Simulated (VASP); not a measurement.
A run of VASP 6.6.1:

The input INCAR:

```
ALGO = Normal
EDIFF = 1E-6
ENCUT = 520
GGA = PS
ISIF = 2
ISMEAR = 0
LASPH = True
LCHARG = True
LELF = True
LREAL = False
LVHAR = True
LWAVE = False
NBANDS = 48
NELM = 60
PREC = Accurate
SIGMA = 0.05
```

File KPOINTS:

```
k-points
0
Gamma
  6 7 3
```

POSCAR

```
InSe
1.0
    1.6051187225      0.0000000000     -4.2720903381
    0.0000000000      4.1105485099      0.0000000000
   10.1447341905      0.0000000000      4.2615005583
In Se
4 4
Direct
    0.8567487310      0.0000000000      0.8858026583
    0.3567487310      0.5000000000      0.3858026583
    0.1432512690      0.0000000000      0.1141973417
    0.6432512690      0.5000000000      0.6141973417
    0.0172344494      0.0000000000      0.6547212196
    0.5172344494      0.5000000000      0.1547212196
    0.9827655506      0.0000000000      0.3452787804
    0.4827655506      0.5000000000      0.8452787804
```

Potentials or basis: VASP PAW PBE potentials, release 64 (In_d, Se).

The run is started by

```bash
$ cat potpaw_PBE.64/In_d/POTCAR potpaw_PBE.64/Se/POTCAR > POTCAR
$ mpirun -np 1 vasp_std > vasp.out
```

Hardware: 1 thread of Intel(R) Xeon(R) Platinum 8259CL CPU @ 2.50GHz (Skylake/Cascade Lake), with other jobs on the host.

Question: How long does it take, and how much memory?

Answer: Run time: 6.3 min on 1 thread of Intel(R) Xeon(R) Platinum 8259CL CPU @ 2.50GHz (Skylake/Cascade Lake) (shared host), peak memory 0.47 GiB. Counts: scf iterations 14, k points 40.
